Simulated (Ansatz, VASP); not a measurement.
**One calculation of HgTe, two programs**

```
Hg Te
1.0
     0.00000    3.19641    3.19641
     3.19641    0.00000    3.19641
     3.19641    3.19641    0.00000
Hg Te
1 1
Cartesian
  0.0000 0.0000 0.0000
  4.7946 4.7946 4.7946
```

Change from the starting cell: volume scaled by 0.975, PAW files.

Alike in both runs: task electric field gradients; functional PBE; k mesh 11 × 11 × 11; occupations fermi-dirac, width 0.03 eV; no spin polarisation.

|  | VASP | Ansatz |
| --- | --- | --- |
| version | VASP 6.6.1 | Ansatz 0.2.0 |
| potentials or method | VASP PAW PBE potentials, release 64 (Hg, Te) | PAW with Ansatz's default frozen-core files, scalar-relativistic |
| plane-wave cutoff (eV) | 520 | 420 |
| valence electrons in the cell | 18 | 36 |

```csv
,VASP,Ansatz,Ansatz less VASP
pressure (GPa),5.6,5.5,-0.09
```

VASP's potentials hold 18 valence electrons a cell and Ansatz's 36, so a difference there can come from the potentials and not from the codes.

Neither program's run includes spin-orbit coupling.
